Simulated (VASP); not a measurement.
# Zr (I4/mmm) in VASP: further runs, part 2 of 2

VASP 6.6.1.

## Step 3: Single point, PBE (strain -0.0300 x Voigt [0, 1, 0, 0, 0, 0])

File INCAR:

```
ALGO     = Normal         # electronic algorithm
EDIFF    = 1E-6           # SCF threshold, eV
ENCUT    = 520            # plane-wave cutoff, eV
GGA      = PE             # functional
ISIF     = 2              # what is computed and relaxed
ISMEAR   = 0              # smearing method
LASPH    = T              # aspherical terms in the spheres
LCHARG   = F              # write CHGCAR
LREAL    = F              # projectors in reciprocal space
LWAVE    = F              # write WAVECAR
NBANDS   = 12             # bands
NELM     = 60             # most SCF steps
PREC     = Accurate       # precision mode
SIGMA    = 0.15           # smearing width, eV
```

File KPOINTS:

```
k-points
0
Gamma
  18 18 18
```

File POSCAR:

```
Zr
1.0
    0.0000000000      2.1873500000      2.2550000000
    2.2550000000      0.0000000000      2.2550000000
    2.2550000000      2.1873500000      0.0000000000
Zr
1
Direct
    0.0000000000      0.0000000000      0.0000000000
```

Potentials or basis: VASP PAW PBE potentials, release 64 (Zr_sv).

On the command line:

```
cat potpaw_PBE.64/Zr_sv/POTCAR > POTCAR
mpirun -np 1 vasp_std > vasp.out
```

OUTCAR:

```text
EDIFF = 1E-6
   ENCUT = 520
   GGA = PE
   ISIF = 2
   ISMEAR = 0
   LASPH = T
   LREAL = F
   NELM = 60
   PREC = Accurate

 ion  position               nearest neighbor table
   1  0.000  0.000  0.000-

  LATTYP: Found a body centered tetragonal cell.
 ALAT       =     3.1890515832
 C/A-ratio  =     1.3717871555

  Lattice vectors:

 A1 = (   0.0000000000,  -2.1873500000,   2.2550000000)
 A2 = (   0.0000000000,  -2.1873500000,  -2.2550000000)
 A3 = (   2.2550000000,   2.1873500000,   0.0000000000)

Analysis of symmetry for initial positions (statically):
=====================================================================
 Subroutine PRICEL returns:
 Original cell was already a primitive cell.

 Routine SETGRP: Setting up the symmetry group for a
 body centered tetragonal supercell.

 Subroutine GETGRP returns: Found 16 space group operations
 (whereof 16 operations were pure point group operations)
 out of a pool of 16 trial point group operations.

The static configuration has the point symmetry D_4h.

Analysis of symmetry for dynamics (positions and initial velocities):
=====================================================================
 Subroutine PRICEL returns:
 Original cell was already a primitive cell.

 Routine SETGRP: Setting up the symmetry group for a
 body centered tetragonal supercell.

 Subroutine GETGRP returns: Found 16 space group operations
 (whereof 16 operations were pure point group operations)
 out of a pool of 16 trial point group operations.

The dynamic configuration has the point symmetry D_4h.

 Subroutine INISYM returns: Found 16 space group operations
 (whereof 16 operations are pure point group operations),
 and found     1 'primitive' translations

----------------------------------------------------------------------------------------

                                     Primitive cell

  volume of cell :      22.2455

  direct lattice vectors                    reciprocal lattice vectors
     0.000000000  2.187350000  2.255000000    -0.221729490  0.228587103  0.221729490
     2.255000000  0.000000000  2.255000000     0.221729490 -0.228587103  0.221729490
     2.255000000  2.187350000  0.000000000     0.221729490  0.228587103 -0.221729490

  length of vectors
     3.141580020  3.189051583  3.141580020     0.388046385  0.388046385  0.388046385

  position of ions in fractional coordinates (direct lattice)
     0.000000000  0.000000000  0.000000000

  ion indices of the primitive-cell ions
   primitive index   ion index
                 1           1

----------------------------------------------------------------------------------------

 KPOINTS: k-points

Automatic generation of k-mesh.
 Grid dimensions read from file:
 generate k-points for:   18   18   18

 Generating k-lattice:

  Cartesian coordinates                     Fractional coordinates (reciprocal lattice)
    -0.012318305  0.012699284  0.012318305     0.055555556  0.000000000  0.000000000
     0.012318305 -0.012699284  0.012318305    -0.000000000  0.055555556 -0.000000000
     0.012318305  0.012699284 -0.012318305     0.000000000  0.000000000  0.055555556

  Length of vectors
     0.021558133  0.021558133  0.021558133

  Shift w.r.t. Gamma in fractional coordinates (k-lattice)
     0.000000000  0.000000000  0.000000000

 Subroutine IBZKPT returns following result:
 ===========================================

 Found    480 irreducible k-points:

 Following reciprocal coordinates:
            Coordinates               Weight
  0.000000  0.000000  0.000000      1.000000
  0.055556  0.000000 -0.000000      8.000000
  0.111111  0.000000 -0.000000      8.000000
  0.166667  0.000000 -0.000000      8.000000
  0.222222  0.000000 -0.000000      8.000000
  0.277778  0.000000  0.000000      8.000000
[... 16 lines left out ...]
 -0.277778  0.055556 -0.000000     16.000000
 -0.222222  0.055556  0.000000     16.000000
 [... further k-points ...]
   k-points           NKPTS =    480   k-points in BZ     NKDIM =    480   number of bands    NBANDS=     12
   number of dos      NEDOS =    301   number of ions     NIONS =      1
   total plane-waves  NPLWV =  13824
   dimension x,y,z NGX =    24 NGY =   24 NGZ =   24
   dimension x,y,z NGXF=    48 NGYF=   48 NGZF=   48
   ions per type =               1
   NGX,Y,Z   is equivalent  to a cutoff of  12.70, 12.51, 12.70 a.u.
   NGXF,Y,Z  is equivalent  to a cutoff of  25.40, 25.02, 25.40 a.u.
 SYSTEM =  unknown system
   PREC   = accura    normal or accurate (medium, high low for compatibility)
   ISTART =      0    job   : 0-new  1-cont  2-samecut
   ICHARG =      2    charge: 1-file 2-atom 10-const
   ISPIN  =      1    spin polarized calculation?
   LNONCOLLINEAR =      F non collinear calculations
   LSORBIT =      F    spin-orbit coupling
   LASPH  =      T    aspherical Exc in radial PAW
   ENCUT  =  520.0 eV  38.22 Ry    6.18 a.u.   5.84  5.93  5.84*2*pi/ulx,y,z
   NELM   =     60;   NELMIN=  2; NELMDL= -5     # of ELM steps
   EDIFF  = 0.1E-05   stopping-criterion for ELM
   LREAL  =      F    real-space projection
[... 7 lines left out ...]
   TEBEG  =    0.0;   TEEND  =   0.0 temperature during run
   PSTRESS=    0.0 pullay stress
   NELECT =      12.0000    total number of electrons
   NUPDOWN=      -1.0000    fix difference up-down
   EMIN   =  10.00;   EMAX   =-10.00  energy-range for DOS
   EFERMI =   0.00;   METHOD = LEGACY
   ISMEAR =     0;   SIGMA  =   0.15  broadening in eV -4-tet -1-fermi 0-gaus
   EFERMI_NEDOS =   21; number of points for ismear=-14 and -15
   IALGO  =     38    algorithm
   IMIX   =      4    mixing-type and parameters
     AMIX     =   0.40;   BMIX     =  1.00
     AMIX_MAG =   1.60;   BMIX_MAG =  1.00
  volume/ion in A,a.u.               =      22.25       150.12
  Fermi-wavevector in a.u.,A,eV,Ry     =   1.332666  2.518374 24.163944  1.776000
  Thomas-Fermi vector in A             =   2.461584
   LORBIT       =      0    0 simple, 1 ext, 2 COOP (PROOUT), +10 PAW based schemes
   GGA     = PE    functional components
   LHFCALC =     F    Hartree Fock is set to
   AEXX    =    0.0000 exact exchange contribution
   IVDW    =     0    specifies the selected vdW correction
   LEPSILON=     F    determine dielectric tensor
   LRPA    =     F    only Hartree local field effects (RPA)
 non-spin polarized calculation
 Gauss-broadening in eV      SIGMA  =   0.15
  energy-cutoff  :      520.00
  volume of cell :       22.25
 maximum number of plane-waves:       614
   NGX = 11   NGY = 11   NGZ = 11

 number of electron      12.0000000 magnetization

 Free energy of the ion-electron system (eV)
  ---------------------------------------------------
  ext. energy  EPLUGINS =         0.00000000
  ---------------------------------------------------
  free energy    TOTEN  =        -8.47674454 eV

  energy without entropy =       -8.46167583  energy(sigma->0) =       -8.46921018

 E-fermi :   9.3999     XC(G=0): -11.2904

 val. band max:        9.3971386137   @ k =  -0.3333   0.2222   0.0000
 cond. band min:       9.4007132143   @ k =  -0.2778   0.5000   0.2222
 fundamental gap:      0.0035746006
 Fermi energy:         9.3999300047

 k-point     1 :       0.0000    0.0000    0.0000
  band No.  band energies     occupation
      1     -39.2189      2.00000
      2     -16.6689      2.00000
      3     -16.6689      2.00000
      4     -16.6631      2.00000
      5       3.7775      2.00000
      6      10.2944      0.00000
      7      10.2944      0.00000
      8      10.6131      0.00000
      9      12.7203      0.00000
     10      13.1679      0.00000
     11      20.0028      0.00000
     12      24.0695      0.00000

 k-point     2 :       0.0556    0.0000   -0.0000
  band No.  band energies     occupation
      1     -39.2138      2.00000
      2     -16.7031      2.00000
      3     -16.6740      2.00000
      4     -16.6686      2.00000
      5       3.8828      2.00000
      6      10.2382      0.00000
      7      10.3436      0.00000
      8      10.6199      0.00000
      9      12.6749      0.00000
     10      13.1093      0.00000
     11      20.2320      0.00000
     12      23.7782      0.00000
[... 316 lines left out ...]
 k-point    24 :      -0.2222    0.0556    0.0000
  band No.  band energies     occupation
      1     -39.1358      2.00000
      2     -17.2180      2.00000
      3     -16.7786      2.00000
      4     -16.7149      2.00000
      5       5.4832      2.00000
      6       9.3461      1.38793
      7      10.5689      0.00000
      8      10.9697      0.00000
      9      12.5401      0.00000
     10      13.2967      0.00000
     11      20.7451      0.00000
     12      23.4036      0.00000

 [... further k-points ...]

------------------------ aborting loop because EDIFF is reached ----------------------------------------

  FORCE on cell =-STRESS in cart. coord.  units (eV):
  Direction    XX          YY          ZZ          XY          YZ          ZX
  --------------------------------------------------------------------------------------
  -------------------------------------------------------------------------------------
  Total        0.5190462      0.6575252      0.5190462      0.0000000      0.0000000      0.0000000
  in kB       37.3830948     47.3567228     37.3830948      0.0000000      0.0000000      0.0000000
  external PRESSURE =      40.7076374 kB  Pullay stress =       0.0000000 kB

 VOLUME and BASIS-vectors are now :
 -----------------------------------------------------------------------------
  energy-cutoff  :      520.00
  volume of cell :       22.25
      direct lattice vectors                 reciprocal lattice vectors
     0.000000000  2.187350000  2.255000000    -0.221729490  0.228587103  0.221729490
     2.255000000  0.000000000  2.255000000     0.221729490 -0.228587103  0.221729490
     2.255000000  2.187350000  0.000000000     0.221729490  0.228587103 -0.221729490

 POSITION                                       TOTAL-FORCE (eV/Angst)
 -----------------------------------------------------------------------------------
      0.00000      0.00000      0.00000         0.000000      0.000000     -0.000000
 -----------------------------------------------------------------------------------
    total drift:                                0.000000      0.000000     -0.000000

  FREE ENERGIE OF THE ION-ELECTRON SYSTEM (eV)
  ---------------------------------------------------
  free  energy   TOTEN  =        -8.4767445359 eV

  energy  without entropy=       -8.4616758305  energy(sigma->0) =       -8.46921018
```

Wall time 55 s (1 thread of Intel Xeon Platinum 8488C (Sapphire Rapids), shared host); peak memory 0.23 GiB.

Results:

| Property | Result |
| --- | --- |
| Free energy | -8.4767 eV |
| Pressure | 4.1 GPa |
| Band gap on the k mesh | zero (bands 6 and 7 overlap by 1.64 eV) |

Caveat: the cell differs from its parent crystal (strain -0.0300 x Voigt [0, 1, 0, 0, 0, 0]); the cell stands under pressure.
